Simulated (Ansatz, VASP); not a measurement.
One calculation of C, two programs

```
C
1.0
     0.00000    2.13410    3.39788
     1.23278    0.00000    3.39788
     1.23278    2.13410    0.00000
C
2
Direct
  0.16670 0.83330 0.16670
  0.83330 0.16670 0.83330
```

Alike in both runs: task single point; functional PBE; dispersion D3(BJ); k mesh 16 × 16 × 16; occupations gaussian, width 0.03 eV; no spin polarisation.

|  | VASP | Ansatz |
| --- | --- | --- |
| version | VASP 6.6.1 | Ansatz 0.2.0 |
| potentials or method | VASP PAW PBE potentials, release 64 (C), cutoff 520 eV | scalar-relativistic, plane waves, PAW |
| valence electrons in the cell | 8 | 8 |

VASP gave:

```
gap on the k mesh at the Fermi level (eV)                     : 0.27
least direct gap on the mesh (eV)                             : 0.32
pressure (GPa)                                                : 0.5
traceless stress, the component that is largest in VASP (GPa) : -0.42
rms of the force components (eV/Å)                            : 0.012
```

Q: Estimate Ansatz's values.

A: gap on the k mesh at the Fermi level (eV): 0.27; least direct gap on the mesh (eV): 0.32; pressure (GPa): 0.0; traceless stress, the component that is largest in VASP (GPa): 0.10; rms of the force components (eV/Å): 0.012.

Atom by atom the forces differ by 0.000 eV/Å (rms over components).
